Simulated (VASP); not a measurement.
# BN (P6_3/mmc) in VASP: notebook, part 2 of 2

VASP 6.6.1. The steps go on from the part before.

### Step 4. Single point, r2SCAN+D3(BJ) (8.17 Å³/atom)

This run uses another cell than the first one, of 8.17 Å³/atom.

File POSCAR:

```
BN
1.0
    2.4900427068      0.0000000000      0.0000000000
   -1.2450213534      2.1564402406      0.0000000000
    0.0000000000      0.0000000000      6.0895430655
B N
2 2
Direct
    0.3333333333      0.6666666667      0.2500000000
    0.6666666667      0.3333333333      0.7500000000
    0.3333333333      0.6666666667      0.7500000000
    0.6666666667      0.3333333333      0.2500000000
```

File INCAR.step1:

```
  ALGO = Normal
  EDIFF = 1E-5
  ENCUT = 660
  GGA = PE
  GGA_COMPAT = False
  ISMEAR = 0
  LASPH = True
  LCHARG = False
  LREAL = False
  LWAVE = True
  NBANDS = 16
  NELM = 120
  PREC = Accurate
  SIGMA = 0.05
```

File INCAR.step2:

```
  ALGO = Normal
  EDIFF = 1E-6
  ENCUT = 660
  GGA_COMPAT = False
  ISIF = 2
  ISMEAR = 0
  ISTART = 1
  IVDW = 12
  LASPH = True
  LCHARG = True
  LELF = True
  LMIXTAU = True
  LREAL = False
  LVHAR = True
  LWAVE = False
  METAGGA = R2SCAN
  NBANDS = 16
  NELM = 120
  PREC = Accurate
  SIGMA = 0.05
  VDW_A1 = 0.49484001
  VDW_A2 = 5.73083694
  VDW_S6 = 1.0
  VDW_S8 = 0.78981345
```

File KPOINTS:

```
k-points
0
Gamma
  10 10 4
```

Potentials or basis: VASP PAW PBE potentials, release 64 (B, N).

Started as:

```bash
$ cat potpaw_PBE.64/B/POTCAR potpaw_PBE.64/N/POTCAR > POTCAR
$ cp INCAR.step1 INCAR
$ mpirun -np 1 vasp_std > vasp.out
$ cp INCAR.step2 INCAR
$ mpirun -np 1 vasp_std > vasp.out
```

OUTCAR:

```text
EDIFF = 1E-6
   ENCUT = 660
   ISIF = 2
   ISMEAR = 0
   ISTART = 1
   IVDW = 12
   LASPH = True
   LREAL = False
   METAGGA = R2SCAN
   NELM = 120
   PREC = Accurate
 IVDW          = 12

 ion  position               nearest neighbor table
   1  0.333  0.667  0.250-   4 1.44   4 1.44   4 1.44
   2  0.667  0.333  0.750-   3 1.44   3 1.44   3 1.44
   3  0.333  0.667  0.750-   2 1.44   2 1.44   2 1.44
   4  0.667  0.333  0.250-   1 1.44   1 1.44   1 1.44

  LATTYP: Found a hexagonal cell.
 ALAT       =     2.4900427068
 C/A-ratio  =     2.4455576801

  Lattice vectors:

 A1 = (   2.4900427068,   0.0000000000,   0.0000000000)
 A2 = (  -1.2450213534,   2.1564402406,   0.0000000000)
 A3 = (   0.0000000000,   0.0000000000,   6.0895430655)

Analysis of symmetry for initial positions (statically):
=====================================================================
 Subroutine PRICEL returns:
 Original cell was already a primitive cell.

 Routine SETGRP: Setting up the symmetry group for a
 hexagonal supercell.

 Subroutine GETGRP returns: Found 24 space group operations
 (whereof 12 operations were pure point group operations)
 out of a pool of 24 trial point group operations.

The static configuration has the point symmetry D_3d.
 The point group associated with its full space group is D_6h.

Analysis of symmetry for dynamics (positions and initial velocities):
=====================================================================
 Subroutine PRICEL returns:
 Original cell was already a primitive cell.

 Routine SETGRP: Setting up the symmetry group for a
 hexagonal supercell.

 Subroutine GETGRP returns: Found 24 space group operations
 (whereof 12 operations were pure point group operations)
 out of a pool of 24 trial point group operations.

The dynamic configuration has the point symmetry D_3d.
 The point group associated with its full space group is D_6h.

 Subroutine INISYM returns: Found 24 space group operations
[... 123 lines left out ...]
  Fermi-wavevector in a.u.,A,eV,Ry     =   1.290046  2.437833 22.643068  1.664219
  Thomas-Fermi vector in A             =   2.421902
   LORBIT       =      0    0 simple, 1 ext, 2 COOP (PROOUT), +10 PAW based schemes
   METAGGA = R2SCAN    functional components
   LHFCALC =     F    Hartree Fock is set to
   AEXX    =    0.0000 exact exchange contribution
   IVDW    =    12    specifies the selected vdW correction
   LEPSILON=     F    determine dielectric tensor
   LRPA    =     F    only Hartree local field effects (RPA)
 non-spin polarized calculation
 Gauss-broadening in eV      SIGMA  =   0.05
  energy-cutoff  :      660.00
  volume of cell :       32.70
 maximum number of plane-waves:      1292
 NGX is ok and might be reduce to    24
   NGX = 11   NGY = 11   NGZ = 25

 number of electron      15.9999999 magnetization

 Free energy of the ion-electron system (eV)
  ---------------------------------------------------
  ext. energy  EPLUGINS =         0.00000000
  ---------------------------------------------------
  free energy    TOTEN  =       -38.53724486 eV

  energy without entropy =      -38.53724486  energy(sigma->0) =      -38.53724486

 E-fermi :   3.1420     XC(G=0): -11.3611

 val. band max:        2.9086911185   @ k =   0.3000   0.3000   0.0000
 cond. band min:       7.6583883377   @ k =   0.5000  -0.0000   0.0000
 fundamental gap:      4.7496972192
 Fermi energy:         3.1419600689

 k-point     1 :       0.0000    0.0000    0.0000
  band No.  band energies     occupation
      1     -16.1898      2.00000
      2     -15.6463      2.00000
      3      -4.0573      2.00000
      4      -0.8260      2.00000
      5       1.4828      2.00000
      6       1.4828      2.00000
[... 433 lines left out ...]
      3      -6.1790      2.00000
      4      -6.0729      2.00000
      5      -2.0256      2.00000
      6      -1.9147      2.00000
[... 8 lines left out ...]
     15      19.6923      0.00000
     16      23.7354      0.00000

 [... further k-points ...]

------------------------ aborting loop because EDIFF is reached ----------------------------------------

 Edisp (eV)   -0.30295

 E8    (eV) :    -0.0657

  FORCE on cell =-STRESS in cart. coord.  units (eV):
  Direction    XX          YY          ZZ          XY          YZ          ZX
  --------------------------------------------------------------------------------------
  -------------------------------------------------------------------------------------
  Total       0.99376     0.99376     0.78209     0.00000     0.00000     0.00000
  in kB      48.69240    48.69240    38.32110     0.00000     0.00000     0.00000
  external pressure =       45.24 kB  Pullay stress =        0.00 kB

 VOLUME and BASIS-vectors are now :
 -----------------------------------------------------------------------------
  energy-cutoff  :      660.00
  volume of cell :       32.70
      direct lattice vectors                 reciprocal lattice vectors
     2.490042707  0.000000000  0.000000000     0.401599538  0.231863601  0.000000000
    -1.245021353  2.156440241  0.000000000     0.000000000  0.463727202  0.000000000
     0.000000000  0.000000000  6.089543066     0.000000000  0.000000000  0.164215934

 POSITION                                       TOTAL-FORCE (eV/Angst)
 -----------------------------------------------------------------------------------
     -0.00000      1.43763      1.52239         0.000000      0.000000      0.000000
      1.24502      0.71881      4.56716        -0.000000     -0.000000      0.000000
     -0.00000      1.43763      4.56716        -0.000000      0.000000      0.000000
      1.24502      0.71881      1.52239         0.000000     -0.000000      0.000000
 -----------------------------------------------------------------------------------
    total drift:                                0.000000     -0.000000      0.000000

  FREE ENERGIE OF THE ION-ELECTRON SYSTEM (eV)
  ---------------------------------------------------
  free  energy   TOTEN  =       -38.8401921716 eV

  energy  without entropy=      -38.8401921716  energy(sigma->0) =      -38.84019217
```

OUTCAR.step1:

```text
EDIFF = 1E-5
   ENCUT = 660
   GGA = PE
   ISMEAR = 0
[... 688 lines left out ...]
     -0.00000      1.43763      1.52239        -0.000000     -0.000000      0.000000
      1.24502      0.71881      4.56716         0.000000      0.000000      0.000000
     -0.00000      1.43763      4.56716        -0.000000      0.000000      0.000000
      1.24502      0.71881      1.52239         0.000000     -0.000000      0.000000
 -----------------------------------------------------------------------------------
    total drift:                                0.000000     -0.000000      0.000000

  FREE ENERGIE OF THE ION-ELECTRON SYSTEM (eV)
  ---------------------------------------------------
  free  energy   TOTEN  =       -35.0563373865 eV

  energy  without entropy=      -35.0563373864  energy(sigma->0) =      -35.05633739
```

OSZICAR.step1:

```text
N       E                     dE             d eps       ncg     rms          rms(c)
DAV:   1     0.618991418550E+02    0.61899E+02   -0.92270E+03  1344   0.113E+03
DAV:   2    -0.348587518168E+02   -0.96758E+02   -0.87643E+02  1880   0.275E+02
DAV:   3    -0.385830736954E+02   -0.37243E+01   -0.37047E+01  1800   0.524E+01
DAV:   4    -0.386044572221E+02   -0.21384E-01   -0.21380E-01  1632   0.405E+00
DAV:   5    -0.386046151726E+02   -0.15795E-03   -0.15795E-03  1784   0.337E-01    0.114E+01
DAV:   6    -0.353998297130E+02    0.32048E+01   -0.49123E+00  1744   0.193E+01    0.506E+00
DAV:   7    -0.351276949923E+02    0.27213E+00   -0.61864E-01  1808   0.603E+00    0.317E+00
DAV:   8    -0.350609419608E+02    0.66753E-01   -0.21146E-01  1728   0.323E+00    0.479E-01
DAV:   9    -0.350555347997E+02    0.54072E-02   -0.15093E-02  1560   0.115E+00    0.203E-01
DAV:  10    -0.350562673567E+02   -0.73256E-03   -0.12365E-03  1624   0.275E-01    0.365E-02
DAV:  11    -0.350563300781E+02   -0.62721E-04   -0.96822E-05  1664   0.871E-02    0.240E-02
DAV:  12    -0.350563373865E+02   -0.73084E-05   -0.22986E-05  1528   0.373E-02
   1 F= -.35056337E+02 E0= -.35056337E+02  d E =-.181329E-10
```

Wall time 2.9 min (1 thread of Intel Xeon 8259CL, shared host); peak memory 0.19 GiB.

What came out:

| Property | Result |
| --- | --- |
| Free energy | -38.8402 eV |
| Pressure | 4.5 GPa |
| Band gap on the k mesh | 4.75 eV (least direct gap 5.07 eV) |
| Dispersion energy per atom | -0.076 eV |

Levels at points of the mesh, in eV from the valence-band top:
| k point | band 4 | band 5 | band 6 | band 7 | band 8 | band 9 | band 10 | band 11 | band 12 | band 13 |
| --- | --- | --- | --- | --- | --- | --- | --- | --- | --- | --- |
| (0.00, 0.00, 0.00) | -3.73 | -1.43 | -1.43 | -1.34 | -1.34 | 6.33 | 12.26 | 12.29 | 12.29 | 12.54 |
| (0.50, 0.00, 0.00) | -9.31 | -4.43 | -4.28 | -1.86 | -0.32 | 4.75 | 6.78 | 10.44 | 10.65 | 13.88 |
| (0.00, 0.00, 0.50) | -5.56 | -1.38 | -1.38 | -1.38 | -1.38 | 9.34 | 9.34 | 12.41 | 12.41 | 12.41 |
| (0.50, 0.00, 0.50) | -9.39 | -4.35 | -4.35 | -1.02 | -1.02 | 5.29 | 5.29 | 10.80 | 10.80 | 15.00 |

Caveat: the cell stands under pressure; the PAW data sets were made with another functional, which shifts forces and pressure a little.

### Step 5. Single point, r2SCAN+D3(BJ) (8.53 Å³/atom)

This run uses another cell than the first one, of 8.53 Å³/atom.

File POSCAR:

```
BN
1.0
    2.4947158415      0.0000000000      0.0000000000
   -1.2473579208      2.1604872940      0.0000000000
    0.0000000000      0.0000000000      6.3305221647
B N
2 2
Direct
    0.3333333333      0.6666666667      0.2500000000
    0.6666666667      0.3333333333      0.7500000000
    0.3333333333      0.6666666667      0.7500000000
    0.6666666667      0.3333333333      0.2500000000
```

File INCAR.step1:

```
PREC = Accurate
ENCUT = 660
ISMEAR = 0
SIGMA = 0.05
LREAL = F
LASPH = T
NELM = 120
NBANDS = 16
GGA = PE
ALGO = Normal
EDIFF = 1E-5
LWAVE = T
LCHARG = F
GGA_COMPAT = F
```

File INCAR.step2:

```
PREC = Accurate
ENCUT = 660
EDIFF = 1E-6
ISMEAR = 0
SIGMA = 0.05
LREAL = F
LASPH = T
NELM = 120
ALGO = Normal
ISIF = 2
LWAVE = F
LCHARG = F
METAGGA = R2SCAN
LMIXTAU = T
IVDW = 12
VDW_S6 = 1.0
VDW_S8 = 0.78981345
VDW_A1 = 0.49484001
VDW_A2 = 5.73083694
NBANDS = 16
ISTART = 1
GGA_COMPAT = F
```

File KPOINTS:

```
Automatic mesh
0
Gamma
  10 10 4
```

Potentials or basis: VASP PAW PBE potentials, release 64 (B, N).

Started as:

```bash
$ cat potpaw_PBE.64/B/POTCAR potpaw_PBE.64/N/POTCAR > POTCAR
$ cp INCAR.step1 INCAR
$ mpirun -np 1 vasp_std > vasp.out
$ cp INCAR.step2 INCAR
$ mpirun -np 1 vasp_std > vasp.out
```

OUTCAR:

```text
PREC = Accurate
   ENCUT = 660
   EDIFF = 1E-6
   ISMEAR = 0
   LREAL = F
   LASPH = T
   NELM = 120
   ISIF = 2
   METAGGA = R2SCAN
   IVDW = 12
   ISTART = 1
 IVDW          = 12

 ion  position               nearest neighbor table
   1  0.333  0.667  0.250-   4 1.44   4 1.44   4 1.44
   2  0.667  0.333  0.750-   3 1.44   3 1.44   3 1.44
   3  0.333  0.667  0.750-   2 1.44   2 1.44   2 1.44
   4  0.667  0.333  0.250-   1 1.44   1 1.44   1 1.44

  LATTYP: Found a hexagonal cell.
 ALAT       =     2.4947158415
 C/A-ratio  =     2.5375724399

  Lattice vectors:

 A1 = (   2.4947158415,   0.0000000000,   0.0000000000)
 A2 = (  -1.2473579208,   2.1604872940,   0.0000000000)
 A3 = (   0.0000000000,   0.0000000000,   6.3305221647)

Analysis of symmetry for initial positions (statically):
=====================================================================
 Subroutine PRICEL returns:
 Original cell was already a primitive cell.

 Routine SETGRP: Setting up the symmetry group for a
 hexagonal supercell.

 Subroutine GETGRP returns: Found 24 space group operations
 (whereof 12 operations were pure point group operations)
 out of a pool of 24 trial point group operations.

The static configuration has the point symmetry D_3d.
 The point group associated with its full space group is D_6h.

Analysis of symmetry for dynamics (positions and initial velocities):
=====================================================================
 Subroutine PRICEL returns:
 Original cell was already a primitive cell.

 Routine SETGRP: Setting up the symmetry group for a
 hexagonal supercell.

 Subroutine GETGRP returns: Found 24 space group operations
 (whereof 12 operations were pure point group operations)
 out of a pool of 24 trial point group operations.

[... 123 lines left out ...]
   IMIX   =      4    mixing-type and parameters
     AMIX     =   0.40;   BMIX     =  1.00
     AMIX_MAG =   1.60;   BMIX_MAG =  1.00
  volume/ion in A,a.u.               =       8.53        57.56
  Fermi-wavevector in a.u.,A,eV,Ry     =   1.271874  2.403493 22.009643  1.617663
  Thomas-Fermi vector in A             =   2.404783
   LORBIT       =      0    0 simple, 1 ext, 2 COOP (PROOUT), +10 PAW based schemes
   METAGGA = R2SCAN    functional components
   LHFCALC =     F    Hartree Fock is set to
   AEXX    =    0.0000 exact exchange contribution
   IVDW    =    12    specifies the selected vdW correction
   LEPSILON=     F    determine dielectric tensor
   LRPA    =     F    only Hartree local field effects (RPA)
 non-spin polarized calculation
 Gauss-broadening in eV      SIGMA  =   0.05
  energy-cutoff  :      660.00
  volume of cell :       34.12
 maximum number of plane-waves:      1329
 NGX is ok and might be reduce to    24
   NGX = 11   NGY = 11   NGZ = 27

 number of electron      15.9999999 magnetization

 Free energy of the ion-electron system (eV)
  ---------------------------------------------------
  ext. energy  EPLUGINS =         0.00000000
  ---------------------------------------------------
  free energy    TOTEN  =       -38.57512699 eV

  energy without entropy =      -38.57512699  energy(sigma->0) =      -38.57512699

 E-fermi :   2.7441     XC(G=0): -11.0866

 val. band max:        2.5315098018   @ k =   0.3000   0.3000   0.0000
 cond. band min:       7.3019072940   @ k =   0.5000   0.0000   0.0000
 fundamental gap:      4.7703974922
 Fermi energy:         2.7441210980

 k-point     1 :       0.0000    0.0000    0.0000
  band No.  band energies     occupation
      1     -16.4587      2.00000
      2     -16.0452      2.00000
      3      -4.1920      2.00000
      4      -1.4673      2.00000
      5       1.1160      2.00000
      6       1.1160      2.00000
[... 433 lines left out ...]
      3      -6.5092      2.00000
      4      -6.4296      2.00000
      5      -2.3698      2.00000
      6      -2.2900      2.00000
[... 8 lines left out ...]
     15      18.9970      0.00000
     16      22.7048      0.00000

 [... further k-points ...]

------------------------ aborting loop because EDIFF is reached ----------------------------------------

 Edisp (eV)   -0.29029

 E8    (eV) :    -0.0630

  FORCE on cell =-STRESS in cart. coord.  units (eV):
  Direction    XX          YY          ZZ          XY          YZ          ZX
  --------------------------------------------------------------------------------------
  -------------------------------------------------------------------------------------
  Total       0.51387     0.51387     0.30357    -0.00000    -0.00000     0.00000
  in kB      24.12981    24.12981    14.25470    -0.00000    -0.00000     0.00000
  external pressure =       20.84 kB  Pullay stress =        0.00 kB

 VOLUME and BASIS-vectors are now :
 -----------------------------------------------------------------------------
  energy-cutoff  :      660.00
  volume of cell :       34.12
      direct lattice vectors                 reciprocal lattice vectors
     2.494715842  0.000000000  0.000000000     0.400847256  0.231429271  0.000000000
    -1.247357921  2.160487294  0.000000000     0.000000000  0.462858543  0.000000000
     0.000000000  0.000000000  6.330522165     0.000000000  0.000000000  0.157964853

 POSITION                                       TOTAL-FORCE (eV/Angst)
 -----------------------------------------------------------------------------------
     -0.00000      1.44032      1.58263        -0.000000      0.000000      0.000000
      1.24736      0.72016      4.74789         0.000000     -0.000000      0.000000
     -0.00000      1.44032      4.74789        -0.000000      0.000000      0.000000
      1.24736      0.72016      1.58263         0.000000      0.000000      0.000000
 -----------------------------------------------------------------------------------
    total drift:                               -0.000000      0.000000      0.000000

  FREE ENERGIE OF THE ION-ELECTRON SYSTEM (eV)
  ---------------------------------------------------
  free  energy   TOTEN  =       -38.8654133025 eV

  energy  without entropy=      -38.8654133025  energy(sigma->0) =      -38.86541330
```

OSZICAR.step1:

```text
N       E                     dE             d eps       ncg     rms          rms(c)
DAV:   1     0.616301917804E+02    0.61630E+02   -0.92171E+03  1344   0.113E+03
DAV:   2    -0.347919833197E+02   -0.96422E+02   -0.86431E+02  1824   0.269E+02
DAV:   3    -0.386612733076E+02   -0.38693E+01   -0.38488E+01  1856   0.525E+01
DAV:   4    -0.386855660856E+02   -0.24293E-01   -0.24290E-01  1576   0.431E+00
DAV:   5    -0.386857590303E+02   -0.19294E-03   -0.19294E-03  1792   0.368E-01    0.113E+01
DAV:   6    -0.354645122071E+02    0.32212E+01   -0.50431E+00  1736   0.193E+01    0.504E+00
DAV:   7    -0.351890847508E+02    0.27543E+00   -0.59907E-01  1816   0.593E+00    0.317E+00
DAV:   8    -0.351188380233E+02    0.70247E-01   -0.22350E-01  1728   0.328E+00    0.481E-01
DAV:   9    -0.351135040586E+02    0.53340E-02   -0.15508E-02  1552   0.114E+00    0.202E-01
DAV:  10    -0.351143293629E+02   -0.82530E-03   -0.12797E-03  1608   0.276E-01    0.367E-02
DAV:  11    -0.351144070247E+02   -0.77662E-04   -0.10427E-04  1640   0.899E-02    0.256E-02
DAV:  12    -0.351144146379E+02   -0.76132E-05   -0.26287E-05  1568   0.392E-02
   1 F= -.35114415E+02 E0= -.35114415E+02  d E =-.365606E-22
```

Wall time 3.1 min (1 thread of Intel Xeon 8259CL, shared host); peak memory 0.19 GiB.

Results:

```yaml
Free_energy: -38.8654 eV
Pressure: 2.1 GPa
Band_gap_on_the_k_mesh: 4.77 eV (least direct gap 5.17 eV)
Dispersion_energy_per_atom: -0.073 eV
```

Levels at points of the mesh, in eV from the valence-band top:
```tsv
k point	band 6	band 7	band 8	band 9	band 10	band 11
(0.00, 0.00, 0.00)	-1.42	-1.35	-1.35	5.96	11.72	12.29
(0.50, 0.00, 0.00)	-4.29	-1.69	-0.40	4.77	6.54	10.31
(0.00, 0.00, 0.50)	-1.38	-1.38	-1.38	8.75	8.75	12.38
(0.50, 0.00, 0.50)	-4.34	-1.00	-1.00	5.29	5.29	10.72
```

Caveat: the PAW data sets were made with another functional, which shifts forces and pressure a little. A k mesh can miss the band edges.

### Step 6. The runs side by side

| cell | gap on the mesh (eV) | pressure (GPa) |
| --- | --- | --- |
| a = 2.476, b = 2.476, c = 5.621 Å, angles 90.0, 90.0, 120.0°, 4 atoms | 4.74 | 12.9 |
| a = 2.484, b = 2.484, c = 5.853 Å, angles 90.0, 90.0, 120.0°, 4 atoms | 4.78 | 8.0 |
| a = 2.490, b = 2.490, c = 6.090 Å, angles 90.0, 90.0, 120.0°, 4 atoms | 4.75 | 4.5 |
| a = 2.495, b = 2.495, c = 6.331 Å, angles 90.0, 90.0, 120.0°, 4 atoms | 4.77 | 2.1 |

Alike in all rows: task single point; level r2SCAN+D3(BJ); potentials or basis VASP PAW PBE potentials, release 64 (B, N); no spin polarisation; k mesh 10 × 10 × 4; cutoff (eV) 660; smearing gaussian 0.05 eV.

Caveats: the PAW data sets were made with another functional, which shifts forces and pressure a little; the cell stands under pressure (at least some runs).

Total energies depend on the potentials used, so only differences within one code and one set of settings carry meaning.
